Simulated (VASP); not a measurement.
# Al3Ni2 (P-3m1) in VASP: notebook

The runs below take Al3Ni2 through single point, with r2SCAN.

Everything below comes from runs of VASP 6.6.1. Logs are shortened: lines on timing, memory, paths and dates and some standing lists are left out, and cuts for length are marked.

**1. The cell of the first run**

It takes space group P-3m1 (No. 164, trigonal). Conventional cell: a = 3.806 Å, b = 3.806 Å, c = 4.983 Å, α = 90.00°, β = 90.00°, γ = 120.00°. Al (site symmetry -3m) has 6 Ni at 2.32 Å and 6 Al at 2.81 Å within 3.1 Å. Within 3.2 Å of Al (site symmetry 3m) lie 5 Ni at 2.42 to 2.50 Å and 6 Al at 2.65 to 2.81 Å. Within 3.1 Å of Ni (site symmetry 3m) lie 8 Al at 2.32 to 2.50 Å and 3 Ni at 2.64 Å.

**2. Single point, r2SCAN (strain -0.050 along x and y, +0.025 along z)**

Contents of POSCAR:

```
Al3Ni2
1.0
    3.8063852942      0.0000000000      0.0000000000
   -1.9031926471      3.2964263614      0.0000000000
    0.0000000000      0.0000000000      4.9830652075
Al Ni
3 2
Direct
    0.0000000000      0.0000000000      0.0000000000
    0.3333333333      0.6666666667      0.6484376367
    0.6666666667      0.3333333333      0.3515623633
    0.3333333333      0.6666666667      0.1462123372
    0.6666666667      0.3333333333      0.8537876628
```

Contents of INCAR.step1:

```
ALGO = Normal
EDIFF = 1E-4
ENCUT = 520
GGA = PE
ISMEAR = 0
LASPH = True
LCHARG = False
LREAL = False
LWAVE = True
NBANDS = 22
NELM = 60
PREC = Accurate
SIGMA = 0.15
```

Contents of INCAR.step2:

```
ALGO = Normal
EDIFF = 1E-7
ENCUT = 520
ISIF = 2
ISMEAR = 0
ISTART = 1
LASPH = True
LCHARG = False
LMIXTAU = True
LREAL = False
LWAVE = False
METAGGA = R2SCAN
NBANDS = 22
NELM = 60
PREC = Accurate
SIGMA = 0.15
```

Contents of KPOINTS:

```
k-points
0
Gamma
  12 12 10
```

Potentials or basis: VASP PAW PBE potentials, release 64 (Al, Ni).

On the command line:

```
> cat potpaw_PBE.64/Al/POTCAR potpaw_PBE.64/Ni/POTCAR > POTCAR
> cp INCAR.step1 INCAR
> mpirun -np 1 vasp_std > vasp.out
> cp INCAR.step2 INCAR
> mpirun -np 1 vasp_std > vasp.out
```

OUTCAR:

```text
EDIFF = 1E-7
   ENCUT = 520
   ISIF = 2
   ISMEAR = 0
   ISTART = 1
   LASPH = True
   LREAL = False
   METAGGA = R2SCAN
   NELM = 60
   PREC = Accurate

 ion  position               nearest neighbor table
   1  0.000  0.000  0.000-   4 2.32   5 2.32   5 2.32   4 2.32   5 2.32   4 2.32   2 2.81   3 2.81
                             2 2.81   3 2.81   3 2.81   2 2.81
   2  0.333  0.667  0.648-   5 2.42   5 2.42   5 2.42   4 2.48   4 2.50   3 2.65   3 2.65   3 2.65
                             1 2.81   1 2.81   1 2.81
   3  0.667  0.333  0.352-   4 2.42   4 2.42   4 2.42   5 2.48   5 2.50   2 2.65   2 2.65   2 2.65
                             1 2.81   1 2.81   1 2.81
   4  0.333  0.667  0.146-   1 2.32   1 2.32   1 2.32   3 2.42   3 2.42   3 2.42   2 2.48   2 2.50
                             5 2.64   5 2.64   5 2.64
   5  0.667  0.333  0.854-   1 2.32   1 2.32   1 2.32   2 2.42   2 2.42   2 2.42   3 2.48   3 2.50
                             4 2.64   4 2.64   4 2.64

  LATTYP: Found a hexagonal cell.
 ALAT       =     3.8063852942
 C/A-ratio  =     1.3091331598

  Lattice vectors:

 A1 = (   3.8063852942,   0.0000000000,   0.0000000000)
 A2 = (  -1.9031926471,   3.2964263614,   0.0000000000)
 A3 = (   0.0000000000,   0.0000000000,   4.9830652075)

Analysis of symmetry for initial positions (statically):
=====================================================================
 Subroutine PRICEL returns:
 Original cell was already a primitive cell.

 Routine SETGRP: Setting up the symmetry group for a
 hexagonal supercell.

 Subroutine GETGRP returns: Found 12 space group operations
 (whereof 12 operations were pure point group operations)
 out of a pool of 24 trial point group operations.

The static configuration has the point symmetry D_3d.

Analysis of symmetry for dynamics (positions and initial velocities):
=====================================================================
 Subroutine PRICEL returns:
 Original cell was already a primitive cell.

 Routine SETGRP: Setting up the symmetry group for a
 hexagonal supercell.

 Subroutine GETGRP returns: Found 12 space group operations
 (whereof 12 operations were pure point group operations)
 out of a pool of 24 trial point group operations.

The dynamic configuration has the point symmetry D_3d.

 Subroutine INISYM returns: Found 12 space group operations
 (whereof 12 operations are pure point group operations),
 and found     1 'primitive' translations

----------------------------------------------------------------------------------------

                                     Primitive cell

  volume of cell :      62.5249

  direct lattice vectors                    reciprocal lattice vectors
     3.806385294  0.000000000  0.000000000     0.262716442  0.151679408  0.000000000
    -1.903192647  3.296426361  0.000000000     0.000000000  0.303358817  0.000000000
     0.000000000  0.000000000  4.983065208     0.000000000  0.000000000  0.200679694

  length of vectors
     3.806385294  3.806385294  4.983065208     0.303358817  0.303358817  0.200679694

  position of ions in fractional coordinates (direct lattice)
     0.000000000  0.000000000  0.000000000
     0.333333333  0.666666667  0.648437637
     0.666666667  0.333333333  0.351562363
     0.333333333  0.666666667  0.146212337
     0.666666667  0.333333333  0.853787663

  ion indices of the primitive-cell ions
   primitive index   ion index
                 1           1
                 2           2
                 3           3
                 4           4
                 5           5

----------------------------------------------------------------------------------------

 KPOINTS: k-points

Automatic generation of k-mesh.
 Grid dimensions read from file:
 generate k-points for:   12   12   10

 Generating k-lattice:

  Cartesian coordinates                     Fractional coordinates (reciprocal lattice)
     0.021893037  0.012639951  0.000000000     0.083333333  0.000000000  0.000000000
     0.000000000  0.025279901  0.000000000     0.000000000  0.083333333  0.000000000
     0.000000000  0.000000000  0.020067969     0.000000000  0.000000000  0.100000000

  Length of vectors
     0.025279901  0.025279901  0.020067969

  Shift w.r.t. Gamma in fractional coordinates (k-lattice)
     0.000000000  0.000000000  0.000000000

 Subroutine IBZKPT returns following result:
 ===========================================

 Found    162 irreducible k-points:

 Following reciprocal coordinates:
            Coordinates               Weight
  0.000000  0.000000  0.000000      1.000000
  0.083333  0.000000  0.000000      6.000000
  0.166667  0.000000  0.000000      6.000000
  0.250000  0.000000  0.000000      6.000000
  0.333333  0.000000  0.000000      6.000000
  0.416667  0.000000  0.000000      6.000000
[... 16 lines left out ...]
  0.166667  0.000000  0.100000      6.000000
  0.000000  0.166667  0.100000      6.000000
 [... further k-points ...]
   k-points           NKPTS =    162   k-points in BZ     NKDIM =    162   number of bands    NBANDS=     22
   number of dos      NEDOS =    301   number of ions     NIONS =      5
   total plane-waves  NPLWV =  31360
   dimension x,y,z NGX =    28 NGY =   28 NGZ =   40
   dimension x,y,z NGXF=    56 NGYF=   56 NGZF=   80
   ions per type =               3   2
   NGX,Y,Z   is equivalent  to a cutoff of  12.23, 12.23, 13.34 a.u.
   NGXF,Y,Z  is equivalent  to a cutoff of  24.46, 24.46, 26.69 a.u.
 SYSTEM =  unknown system
   PREC   = accura    normal or accurate (medium, high low for compatibility)
   ISTART =      1    job   : 0-new  1-cont  2-samecut
   ICHARG =      0    charge: 1-file 2-atom 10-const
   ISPIN  =      1    spin polarized calculation?
   LNONCOLLINEAR =      F non collinear calculations
   LSORBIT =      F    spin-orbit coupling
   LASPH  =      T    aspherical Exc in radial PAW
   ENCUT  =  520.0 eV  38.22 Ry    6.18 a.u.   7.08  7.08  9.27*2*pi/ulx,y,z
   NELM   =     60;   NELMIN=  2; NELMDL=  0     # of ELM steps
   EDIFF  = 0.1E-06   stopping-criterion for ELM
   LREAL  =      F    real-space projection
   EDIFFG = 0.1E-05   stopping-criterion for IOM
   NSW    =      0    number of steps for IOM
   IBRION =     -1    ionic relax: 0-MD 1-quasi-New 2-CG
   NFREE  =      0    steps in history (QN), initial steepest desc. (CG)
   ISIF   =      2    stress and relaxation
   ISYM   =      2    0-nonsym 1-usesym 2-fastsym
   POTIM  = 0.5000    time-step for ionic-motion
   TEBEG  =    0.0;   TEEND  =   0.0 temperature during run
   PSTRESS=    0.0 pullay stress
   NELECT =      29.0000    total number of electrons
   NUPDOWN=      -1.0000    fix difference up-down
   EMIN   =  10.00;   EMAX   =-10.00  energy-range for DOS
   EFERMI =   0.00;   METHOD = LEGACY
   ISMEAR =     0;   SIGMA  =   0.15  broadening in eV -4-tet -1-fermi 0-gaus
   EFERMI_NEDOS =   21; number of points for ismear=-14 and -15
   IALGO  =     38    algorithm
   IMIX   =      4    mixing-type and parameters
     AMIX     =   0.40;   BMIX     =  1.00
     AMIX_MAG =   1.60;   BMIX_MAG =  1.00
  volume/ion in A,a.u.               =      12.50        84.39
  Fermi-wavevector in a.u.,A,eV,Ry     =   1.267233  2.394724 21.849329  1.605880
  Thomas-Fermi vector in A             =   2.400392
   LORBIT       =      0    0 simple, 1 ext, 2 COOP (PROOUT), +10 PAW based schemes
   METAGGA = R2SCAN    functional components
   LHFCALC =     F    Hartree Fock is set to
   AEXX    =    0.0000 exact exchange contribution
   IVDW    =     0    specifies the selected vdW correction
   LEPSILON=     F    determine dielectric tensor
   LRPA    =     F    only Hartree local field effects (RPA)
 non-spin polarized calculation
 Gauss-broadening in eV      SIGMA  =   0.15
  energy-cutoff  :      520.00
  volume of cell :       62.52
 maximum number of plane-waves:      1698
   NGX = 15   NGY = 15   NGZ = 19

 number of electron      29.0000010 magnetization

 Free energy of the ion-electron system (eV)
  ---------------------------------------------------
  ext. energy  EPLUGINS =         0.00000000
  ---------------------------------------------------
  free energy    TOTEN  =       -46.98454486 eV

  energy without entropy =      -46.97153985  energy(sigma->0) =      -46.97804236

 E-fermi :   9.4599     XC(G=0): -12.4354

 val. band max:        9.4539045942   @ k =   0.1667   0.1667   0.4000
 cond. band min:       9.4636995419   @ k =   0.2500   0.0833   0.3000
 fundamental gap:      0.0097949477
 Fermi energy:         9.4599468044

 k-point     1 :       0.0000    0.0000    0.0000
  band No.  band energies     occupation
      1      -2.2379      2.00000
      2       3.2019      2.00000
      3       3.6569      2.00000
      4       5.3030      2.00000
      5       5.3031      2.00000
      6       5.9674      2.00000
[... 14 lines left out ...]
     21      17.1939      0.00000
     22      17.3310      0.00000

 k-point     2 :       0.0833    0.0000    0.0000
  band No.  band energies     occupation
      1      -2.1358      2.00000
      2       3.2761      2.00000
      3       3.7132      2.00000
      4       5.2550      2.00000
      5       5.3453      2.00000
      6       5.9199      2.00000
[... 14 lines left out ...]
     21      16.5766      0.00000
     22      16.6453      0.00000

 k-point     3 :       0.1667    0.0000    0.0000
  band No.  band energies     occupation
      1      -1.8311      2.00000
      2       3.4877      2.00000
      3       3.8626      2.00000
      4       5.0942      2.00000
      5       5.4695      2.00000
      6       5.7757      2.00000
[... 14 lines left out ...]
     21      16.5488      0.00000
     22      17.0092      0.00000
[... 476 lines left out ...]
 k-point    23 :       0.1667    0.0000    0.1000
  band No.  band energies     occupation
      1      -1.7704      2.00000
      2       2.8644      2.00000
      3       4.3176      2.00000
      4       5.1114      2.00000
      5       5.4700      2.00000
      6       5.7788      2.00000
[... 14 lines left out ...]
     21      16.8902      0.00000
     22      17.1853      0.00000

 k-point    24 :       0.0000    0.1667    0.1000
  band No.  band energies     occupation
      1      -1.7707      2.00000
      2       2.8729      2.00000
      3       4.3203      2.00000
      4       5.1050      2.00000
      5       5.4527      2.00000
      6       5.7973      2.00000
[... 14 lines left out ...]
     21      16.6393      0.00000
     22      17.3285      0.00000

 [... further k-points ...]

------------------------ aborting loop because EDIFF is reached ----------------------------------------

  FORCE on cell =-STRESS in cart. coord.  units (eV):
  Direction    XX          YY          ZZ          XY          YZ          ZX
  --------------------------------------------------------------------------------------
  -------------------------------------------------------------------------------------
  Total        7.6486655      7.6486655      0.4181555      0.0000000      0.0000000      0.0000000
  in kB      195.9943506    195.9943506     10.7150871      0.0000000      0.0000000      0.0000000
  external PRESSURE =     134.2345961 kB  Pullay stress =       0.0000000 kB

 VOLUME and BASIS-vectors are now :
 -----------------------------------------------------------------------------
  energy-cutoff  :      520.00
  volume of cell :       62.52
      direct lattice vectors                 reciprocal lattice vectors
     3.806385294  0.000000000  0.000000000     0.262716442  0.151679408  0.000000000
    -1.903192647  3.296426361  0.000000000     0.000000000  0.303358817  0.000000000
     0.000000000  0.000000000  4.983065208     0.000000000  0.000000000  0.200679694

 POSITION                                       TOTAL-FORCE (eV/Angst)
 -----------------------------------------------------------------------------------
      0.00000      0.00000      0.00000        -0.000000      0.000000      0.000000
     -0.00000      2.19762      3.23121        -0.000000      0.000000     -0.039931
      1.90319      1.09881      1.75186        -0.000000     -0.000000      0.039931
     -0.00000      2.19762      0.72859         0.000000      0.000000      0.289814
      1.90319      1.09881      4.25448         0.000000      0.000000     -0.289814
 -----------------------------------------------------------------------------------
    total drift:                                0.000000     -0.000000     -0.000000

  FREE ENERGIE OF THE ION-ELECTRON SYSTEM (eV)
  ---------------------------------------------------
  free  energy   TOTEN  =       -46.9845448644 eV

  energy  without entropy=      -46.9715398506  energy(sigma->0) =      -46.97804236
```

It took 11 min on 1 thread of Oxide Virtual Turin-like, shared host; peak memory 0.29 GiB.

Results:

| Quantity | Value |
| --- | --- |
| Free energy | -46.9845 eV |
| Pressure | 13.4 GPa |
| Largest force | 0.290 eV/Å |
| Band gap on the k mesh | zero (an odd number of electrons rules out a gap without spin polarisation) |

Forces in eV/Å, atoms in the order of the input:
```
Al   0.000  0.000  0.000
Al   0.000  0.000 -0.040
Al   0.000  0.000  0.040
Ni   0.000  0.000  0.290
Ni   0.000  0.000 -0.290
```

Levels at points of the mesh, in eV from the Fermi level:
```
           k point  band 12  band 13  band 14  band 15  band 16  band 17  band 18  band 19
(0.00, 0.00, 0.00)    -1.89    -1.52     1.80     1.80     3.93     3.93     6.01     6.34
(0.50, 0.00, 0.00)    -1.94    -1.92    -1.84    -1.71     1.32     2.03     3.02     4.93
(0.00, 0.00, 0.50)    -1.99     2.52     3.30     3.30     3.35     3.35     3.97     5.28
(0.50, 0.00, 0.50)    -2.20    -2.05    -1.30    -0.34     1.75     2.79     4.19     5.95
```

Caveat: the cell differs from its parent crystal (strain -0.050 along x and y, +0.025 along z); the stress differs along the axes, from 1 to 20 GPa; the PAW data sets were made with another functional, which shifts forces and pressure a little. Spin polarisation is off, so any magnetic state and its effect on volume and gap are missing.

**3. Single point, r2SCAN (strain -0.050 along x and y, +0.050 along z)**

POSCAR: that of step 2 with these lines changed.

```diff
@@ -4,3 +4,3 @@
    -1.9031926471      3.2964263614      0.0000000000
-    0.0000000000      0.0000000000      4.9830652075
+    0.0000000000      0.0000000000      5.1046033833
 Al Ni
```

Contents of INCAR.step1:

```
ALGO     = Normal         # electronic algorithm
EDIFF    = 1E-4           # SCF threshold, eV
ENCUT    = 520            # plane-wave cutoff, eV
GGA      = PE             # functional
ISMEAR   = 0              # smearing method
LASPH    = T              # aspherical terms in the spheres
LCHARG   = F              # write CHGCAR
LREAL    = F              # projectors in reciprocal space
LWAVE    = T              # write WAVECAR
NBANDS   = 22             # bands
NELM     = 80             # most SCF steps
PREC     = Accurate       # precision mode
SIGMA    = 0.15           # smearing width, eV
```

Contents of INCAR.step2:

```
ALGO     = Normal         # electronic algorithm
EDIFF    = 1E-7           # SCF threshold, eV
ENCUT    = 520            # plane-wave cutoff, eV
ISIF     = 2              # what is computed and relaxed
ISMEAR   = 0              # smearing method
ISTART   = 1            
LASPH    = T              # aspherical terms in the spheres
LCHARG   = F              # write CHGCAR
LMIXTAU  = T            
LREAL    = F              # projectors in reciprocal space
LWAVE    = F              # write WAVECAR
METAGGA  = R2SCAN         # meta-GGA
NBANDS   = 22             # bands
NELM     = 80             # most SCF steps
PREC     = Accurate       # precision mode
SIGMA    = 0.15           # smearing width, eV
```

KPOINTS is that of step 2.

Potentials or basis: VASP PAW PBE potentials, release 64 (Al, Ni).

On the command line:

```
> cat potpaw_PBE.64/Al/POTCAR potpaw_PBE.64/Ni/POTCAR > POTCAR
> cp INCAR.step1 INCAR
> mpirun -np 1 vasp_std > vasp.out
> cp INCAR.step2 INCAR
> mpirun -np 1 vasp_std > vasp.out
```

It took 10 min on 1 thread of Oxide Virtual Turin-like, shared host; peak memory 0.29 GiB.

Results (log left out):

```
Free energy            : -46.9610 eV
Pressure               : 9.2 GPa
Largest force          : 0.295 eV/Å
Band gap on the k mesh : zero (an odd number of electrons rules out a gap without spin polarisation)
```

Forces in eV/Å, atoms in the order of the input:
```
Al   0.000  0.000  0.000
Al   0.000  0.000  0.052
Al   0.000  0.000 -0.052
Ni   0.000  0.000  0.295
Ni   0.000  0.000 -0.295
```

Stress tensor (GPa, compression positive):
```
16.74  0.00  0.00
 0.00 16.74  0.00
 0.00  0.00 -5.76
```

Levels at points of the mesh, in eV from the Fermi level:
| k point | band 11 | band 12 | band 13 | band 14 | band 15 | band 16 | band 17 | band 18 | band 19 | band 20 |
| --- | --- | --- | --- | --- | --- | --- | --- | --- | --- | --- |
| (0.00, 0.00, 0.00) | -1.86 | -1.86 | -1.52 | 1.91 | 1.91 | 3.99 | 3.99 | 6.05 | 6.30 | 7.53 |
| (0.50, 0.00, 0.00) | -2.21 | -1.92 | -1.83 | -1.80 | -1.78 | 1.16 | 1.79 | 3.03 | 4.77 | 5.38 |
| (0.00, 0.00, 0.50) | -1.94 | -1.94 | 2.15 | 3.30 | 3.30 | 3.43 | 3.43 | 3.54 | 5.26 | 5.26 |
| (0.50, 0.00, 0.50) | -2.27 | -2.22 | -2.03 | -1.33 | -0.31 | 1.70 | 2.80 | 4.17 | 5.52 | 6.54 |

Caveat: the cell differs from its parent crystal (strain -0.050 along x and y, +0.050 along z); the stress differs along the axes, from -6 to 17 GPa; the PAW data sets were made with another functional, which shifts forces and pressure a little.
